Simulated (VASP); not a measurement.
# KI (I4mm) in VASP: notebook, part 2 of 2

VASP 6.6.1. The steps go on from the part before.

### Step 4. Single point, LDA (atoms displaced along a vibrational mode, the cell strained)

INCAR

```
PREC = Accurate
ENCUT = 520
EDIFF = 1E-6
ISMEAR = 0
SIGMA = 0.05
LREAL = False
LASPH = True
NELM = 100
ALGO = Normal
ISIF = 2
LWAVE = False
LCHARG = True
GGA = CA
LELF = True
LVHAR = True
NBANDS = 15
```

KPOINTS

```
regular mesh
0
Gamma
  6 6 6
```

POSCAR

```
KI
1.0
    0.0000000000      3.5020028408      3.4109309835
    3.5020028408      0.0000000000      3.4109309835
    3.5020028408      3.5020028408      0.0000000000
K I
1 1
Direct
   -0.0289656989     -0.0289656989      0.0289656989
    0.5089241111      0.5089241111      0.4910758889
```

Potentials or basis: VASP PAW LDA potentials, release 64 (K_sv, I).

Command:

```console
> cat potpaw_LDA.64/K_sv/POTCAR potpaw_LDA.64/I/POTCAR > POTCAR
> mpirun -np 1 vasp_std > vasp.out
```

OUTCAR:

```text
PREC = Accurate
   ENCUT = 520
   EDIFF = 1E-6
   ISMEAR = 0
   LREAL = False
   LASPH = True
   NELM = 100
   ISIF = 2
   GGA = CA

 ion  position               nearest neighbor table
   1  0.971  0.971  0.029-   2 3.15   2 3.51   2 3.51   2 3.51   2 3.51   2 3.67
   2  0.509  0.509  0.491-   1 3.15   1 3.51   1 3.51   1 3.51   1 3.51   1 3.67

  LATTYP: Found a body centered tetragonal cell.
 ALAT       =     4.9525799129
 C/A-ratio  =     1.3774360206

  Lattice vectors:

 A1 = (   0.0000000000,  -3.5020028408,  -3.4109309835)
 A2 = (   0.0000000000,   3.5020028408,  -3.4109309835)
 A3 = (   3.5020028408,   0.0000000000,   3.4109309835)

Analysis of symmetry for initial positions (statically):
=====================================================================
 Subroutine PRICEL returns:
 Original cell was already a primitive cell.

 Routine SETGRP: Setting up the symmetry group for a
 body centered tetragonal supercell.

 Subroutine GETGRP returns: Found  8 space group operations
 (whereof  8 operations were pure point group operations)
 out of a pool of 16 trial point group operations.

The static configuration has the point symmetry C_4v.

Analysis of symmetry for dynamics (positions and initial velocities):
=====================================================================
 Subroutine PRICEL returns:
 Original cell was already a primitive cell.

 Routine SETGRP: Setting up the symmetry group for a
 body centered tetragonal supercell.

 Subroutine GETGRP returns: Found  8 space group operations
 (whereof  8 operations were pure point group operations)
 out of a pool of 16 trial point group operations.

The dynamic configuration has the point symmetry C_4v.

 Subroutine INISYM returns: Found  8 space group operations
 (whereof  8 operations are pure point group operations),
 and found     1 'primitive' translations

----------------------------------------------------------------------------------------

                                     Primitive cell
[... 121 lines left out ...]
   LRPA    =     F    only Hartree local field effects (RPA)
 non-spin polarized calculation
 Gauss-broadening in eV      SIGMA  =   0.05
  energy-cutoff  :      520.00
  volume of cell :       83.66
 maximum number of plane-waves:      2280
   NGX = 19   NGY = 19   NGZ = 19

 number of electron      16.0000000 magnetization

 Free energy of the ion-electron system (eV)
  ---------------------------------------------------
  ext. energy  EPLUGINS =         0.00000000
  ---------------------------------------------------
  free energy    TOTEN  =        -6.09744638 eV

  energy without entropy =       -6.09744638  energy(sigma->0) =       -6.09744638

 E-fermi :  -0.0522     XC(G=0):  -7.8213

 val. band max:       -0.3464392752   @ k =   0.0000   0.0000   0.0000
 cond. band min:       3.3927446968   @ k =   0.0000   0.0000   0.0000
 fundamental gap:      3.7391839720
 Fermi energy:        -0.0522410326

 k-point     1 :       0.0000    0.0000    0.0000
  band No.  band energies     occupation
      1     -28.3809      2.00000
      2     -12.1608      2.00000
      3     -12.1117      2.00000
      4     -12.1117      2.00000
      5     -10.9734      2.00000
      6      -0.3650      2.00000
      7      -0.3650      2.00000
      8      -0.3464      2.00000
      9       3.3927      0.00000
     10       5.9147      0.00000
     11       5.9147      0.00000
     12       6.0591      0.00000
     13       6.6699      0.00000
     14       6.8972      0.00000
[... 401 lines left out ...]
      2     -12.2423      2.00000
      3     -12.1618      2.00000
      4     -12.1343      2.00000
      5     -10.7407      2.00000
      6      -1.4408      2.00000
      7      -0.9368      2.00000
      8      -0.7376      2.00000
      9       4.7356      0.00000
     10       5.7494      0.00000
     11       7.2912      0.00000
     12       7.7856      0.00000
     13       8.4594      0.00000
     14       8.8775      0.00000
     15       9.3351      0.00000

 [... further k-points ...]

------------------------ aborting loop because EDIFF is reached ----------------------------------------

  FORCE on cell =-STRESS in cart. coord.  units (eV):
  Direction    XX          YY          ZZ          XY          YZ          ZX
  --------------------------------------------------------------------------------------
  -------------------------------------------------------------------------------------
  Total       -0.5293430     -0.5293430      0.6143121      0.0000000      0.0000000     -0.0000000
  in kB      -10.1370555    -10.1370555     11.7642353      0.0000000      0.0000000     -0.0000000
  external PRESSURE =      -2.8366252 kB  Pullay stress =       0.0000000 kB

 VOLUME and BASIS-vectors are now :
 -----------------------------------------------------------------------------
  energy-cutoff  :      520.00
  volume of cell :       83.66
      direct lattice vectors                 reciprocal lattice vectors
     0.000000000  3.502002841  3.410930984    -0.142775441  0.142775441  0.146587545
     3.502002841  0.000000000  3.410930984     0.142775441 -0.142775441  0.146587545
     3.502002841  3.502002841  0.000000000     0.142775441  0.142775441 -0.146587545

 POSITION                                       TOTAL-FORCE (eV/Angst)
 -----------------------------------------------------------------------------------
      3.50200      3.50200      6.62426         0.000000      0.000000      0.468461
      3.50200      3.50200      3.47181         0.000000      0.000000     -0.468461
 -----------------------------------------------------------------------------------
    total drift:                                0.000002      0.000002     -0.000166

  FREE ENERGIE OF THE ION-ELECTRON SYSTEM (eV)
  ---------------------------------------------------
  free  energy   TOTEN  =        -6.0974463793 eV

  energy  without entropy=       -6.0974463793  energy(sigma->0) =       -6.09744638
```

It took 68 s on 1 thread of AMD EPYC 7R13, shared host; peak memory 0.17 GiB.

Results:

| Property | Result |
| --- | --- |
| Free energy | -6.0974 eV |
| Pressure | -0.3 GPa |
| Largest force | 0.468 eV/Å |
| Band gap on the k mesh | 3.74 eV |

Forces on the atoms (eV/Å):
```
K    0.000  0.000  0.468
I    0.000  0.000 -0.468
```

Stress tensor (GPa, compression positive):
```
-1.01  0.00  0.00
 0.00 -1.01  0.00
 0.00  0.00  1.18
```

Levels at points of the mesh, in eV from the valence-band top:
| k point | band 5 | band 6 | band 7 | band 8 | band 9 | band 10 | band 11 | band 12 |
| --- | --- | --- | --- | --- | --- | --- | --- | --- |
| (0.00, 0.00, 0.00) | -10.63 | -0.02 | -0.02 | 0.00 | 3.74 | 6.26 | 6.26 | 6.41 |
| (0.50, 0.00, 0.00) | -10.24 | -1.50 | -0.40 | -0.38 | 5.29 | 7.49 | 7.90 | 8.10 |
| (0.50, 0.50, 0.00) | -10.43 | -1.06 | -0.44 | -0.44 | 4.59 | 5.61 | 8.01 | 8.09 |
| (0.50, 0.00, 0.50) | -10.45 | -1.13 | -0.41 | -0.39 | 4.68 | 5.59 | 8.00 | 8.68 |

Caveat: the cell differs from its parent crystal (atoms displaced along a vibrational mode, the cell strained); spin-orbit coupling is left out, which moves the levels of the heavy elements.

### Step 5. Single point, LDA (atoms displaced along a vibrational mode, the cell strained)

INCAR

```
PREC = Accurate ; ENCUT = 520
EDIFF = 1E-6 ; ISMEAR = 0
SIGMA = 0.05 ; LREAL = F
LASPH = T ; NELM = 60
ALGO = Normal ; ISIF = 2
LWAVE = F ; LCHARG = F
GGA = CA ; NBANDS = 15
```

KPOINTS is that of step 4.

POSCAR

```
KI
1.0
    0.0000000000      3.5020028408      3.4109309835
    3.5020028408      0.0000000000      3.4109309835
    3.5020028408      3.5020028408      0.0000000000
K I
1 1
Direct
   -0.0579313979     -0.0579313979      0.0579313979
    0.5178482222      0.5178482222      0.4821517778
```

Command:

```console
> cat potpaw_LDA.64/K_sv/POTCAR potpaw_LDA.64/I/POTCAR > POTCAR
> mpirun -np 1 vasp_std > vasp.out
```

Wall time 52 s (1 thread of AMD EPYC 7R13, shared host); peak memory 0.17 GiB.

It converged, with:

```
Free energy            : -5.8714 eV
Pressure               : 1.2 GPa
Largest force          : 1.406 eV/Å
Band gap on the k mesh : 3.73 eV
```

Forces on the atoms (eV/Å):
```
K    0.000  0.000  1.406
I    0.000  0.000 -1.406
```

Stress tensor (GPa, compression positive):
```
-1.18  0.00  0.00
 0.00 -1.18  0.00
 0.00  0.00  5.84
```

Levels at points of the mesh, in eV from the valence-band top:
| k point | band 6 | band 7 | band 8 | band 9 | band 10 | band 11 |
| --- | --- | --- | --- | --- | --- | --- |
| (0.00, 0.00, 0.00) | -0.07 | -0.07 | 0.00 | 3.73 | 6.43 | 6.43 |
| (0.50, 0.00, 0.00) | -1.47 | -0.39 | -0.32 | 5.24 | 7.33 | 7.76 |
| (0.50, 0.50, 0.00) | -0.96 | -0.42 | -0.42 | 4.61 | 5.58 | 7.42 |
| (0.50, 0.00, 0.50) | -1.11 | -0.48 | -0.33 | 4.87 | 5.56 | 8.02 |

Caveat: the cell differs from its parent crystal (atoms displaced along a vibrational mode, the cell strained); the stress differs along the axes, from -1 to 6 GPa; spin-orbit coupling is left out, which moves the levels of the heavy elements; forces of over 1 eV/Å act on the atoms, so gaps and moduli don't describe the material at rest.

### Step 6. Summary

| cell | gap on the mesh (eV) | pressure (GPa) | largest force (eV/Å) |
| --- | --- | --- | --- |
| as given, atomic positions A | 3.74 | 0.3 | 0.84 |
| as given, atomic positions B | 3.70 | 2.5 | 2.25 |
| as given, atomic positions C | 3.74 | -0.3 | 0.47 |
| as given, atomic positions D | 3.73 | 1.2 | 1.41 |

Alike in all rows: task single point; level LDA; potentials or basis VASP PAW LDA potentials, release 64 (K_sv, I); no spin polarisation; k mesh 6 × 6 × 6; cutoff (eV) 520; smearing gaussian 0.05 eV.

Caveats: spin-orbit coupling is left out, which moves the levels of the heavy elements; forces of over 1 eV/Å act on the atoms, so gaps and moduli don't describe the material at rest (at least some runs); the stress differs along the axes, from -1 to 10 GPa (at least some runs); the stress differs along the axes, from -1 to 6 GPa (at least some runs).

Absolute energies hang on the potentials; compare differences alone.
